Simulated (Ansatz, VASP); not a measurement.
# InSb: VASP beside Ansatz

```
CELL_PARAMETERS angstrom
0.00000 3.31865 3.31865
3.31865 0.00000 3.31865
3.31865 3.31865 0.00000
ATOMIC_POSITIONS crystal
In 0.00000 0.00000 0.00000
Sb 0.25000 0.25000 0.25000
```

Alike in both runs: functional PBE; k mesh 12 × 12 × 12; occupations gaussian, width 0.1 eV; no spin polarisation.

Ansatz relaxed the structure, and its values are those at the end. VASP's run is a single point on that final structure, the one shown.

```csv
,VASP,Ansatz
version,VASP 6.6.1,Ansatz 0.2.0
potentials or method,"VASP PAW PBE potentials, release 64 (In_d, Sb), cutoff 520 eV","scalar-relativistic, plane waves, PAW"
valence electrons in the cell,18,28
```

```csv
,VASP,Ansatz,Ansatz less VASP
gap on the k mesh at the Fermi level (eV),none,none,-
pressure (GPa),-0.1,0.0,+0.02
```

A gap of «none» marks a metal or a gap that the smearing closes. VASP's potentials hold 18 valence electrons a cell and Ansatz's 28, so a difference there can come from the potentials and not from the codes.

Spin-orbit coupling is off throughout.
